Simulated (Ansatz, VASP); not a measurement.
# LiH: VASP beside Ansatz

```xyz
2
Lattice="0.0000 1.8699 2.0325 1.8699 0.0000 2.0325 1.8699 1.8699 0.0000" Properties=species:S:1:pos:R:3 pbc="T T T"
Li    0.0000    0.0000    0.0000
H     1.8699    1.8699    2.0325
```

Change from the starting cell: strain -0.080 along x and y, +0.000 along z, atoms carried along.

Alike in both runs: task single point; functional r2SCAN; k mesh 10 × 10 × 10; occupations gaussian, width 0.05 eV; no spin polarisation.

```csv
,VASP,Ansatz
version,VASP 6.6.1,Ansatz 0.2.0
potentials or method,"VASP PAW PBE potentials, release 64 (Li_sv, H), cutoff 830 eV","scalar-relativistic, plane waves, PAW"
valence electrons in the cell,4,4
```

Ansatz gave:

```
gap on the k mesh at the Fermi level (eV)                     : 2.52
least direct gap on the mesh (eV)                             : 3.23
pressure (GPa)                                                : 6.0
traceless stress, the component that is largest in VASP (GPa) : -5.61
```

**Question.** Which values does VASP return?

**Answer.** gap on the k mesh at the Fermi level (eV): 2.48; least direct gap on the mesh (eV): 3.17; pressure (GPa): 5.3; traceless stress, the component that is largest in VASP (GPa): -5.68.

VASP's potentials were made for PBE, not for r2SCAN.
